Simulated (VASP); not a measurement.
Set up this calculation in VASP 6.6.1, as the native input.

| Property | Result |
| --- | --- |
| Task | molecular dynamics |
| Functional | PBE |
| Dispersion | D3(BJ) |
| Potentials or basis | VASP PAW PBE potentials, release 64 (O, H, C) |
| Cutoff | 520 eV |
| k mesh | 1 × 1 × 1 |
| Occupations | fermi-dirac, width 0.05 eV |
| Spin | no spin polarisation |
| Dipole correction | no |
| Further INCAR settings | LREAL = Auto; ALGO = Normal; EDIFF = 1e-05; ISYM = 0; IBRION = 0; POTIM = 0.5; NSW = 40 |

The structure of H10CO5 lies in POSCAR:

```
H10CO5
1.0
    5.6566530000      0.0000000000      0.0000000000
    0.0000000000      5.6566530000      0.0000000000
    0.0000000000      0.0000000000      5.6566530000
O H C
5 10 1
Direct
    0.4918486300      0.8266606600      0.0990607100
    0.5381118500      0.2755942400      0.8676252700
   -0.0322895200      0.5555480700      0.8120502700
   -0.0199804000      0.9965340100      0.0523711500
    0.2712258600      1.0492032700      0.5047593800
    0.6446490500      0.7488860700      0.1056459000
    0.5333343700      0.9875224300      0.0416745300
    0.4800205200      0.2466882000      0.7077949600
    0.6876588000      0.3628764200      0.8509516600
   -0.0057480200      0.6947271800      0.9153801900
    0.1225565600      0.4795480200      0.8100220500
    0.0509572700      1.0757002400     -0.0836742500
    0.0854725600      1.0324044800      0.1850671000
    0.5937962500      0.8881036300      0.5246342800
    0.3251367600      0.6933537500      0.4819443800
    0.4002275700      0.8744039300      0.4928480300
```

One way to write it, as run:

INCAR

```
PREC = Accurate
ENCUT = 520
EDIFF = 1E-5
ISMEAR = -1
SIGMA = 0.05
LREAL = Auto
LASPH = True
NELM = 60
ALGO = Normal
ISIF = 2
LWAVE = False
LCHARG = False
GGA = PE
IVDW = 12
IBRION = 0
NSW = 40
POTIM = 0.5
TEBEG = 400.0
TEEND = 400.0
ISYM = 0
NELMIN = 4
RANDOM_SEED = 249207 0 0
MDALGO = 3
LANGEVIN_GAMMA = 20 20 20
```

KPOINTS

```
Automatic mesh
0
Gamma
  1 1 1
```

Potentials or basis: VASP PAW PBE potentials, release 64 (O, H, C).

Run with:

```bash
$ cat potpaw_PBE.64/O/POTCAR potpaw_PBE.64/H/POTCAR potpaw_PBE.64/C/POTCAR > POTCAR
$ mpirun -np 1 vasp_gam > vasp.out
```

It gave:

```yaml
Dispersion_energy_per_atom: -0.035 eV
```

Caveat: the k points lie up to 1.11 Å⁻¹ apart.

It took 5.2 min on 1 thread of Intel(R) Xeon(R) Platinum 8259CL CPU @ 2.50GHz (Skylake/Cascade Lake), with other jobs on the host, peak memory 0.27 GiB.
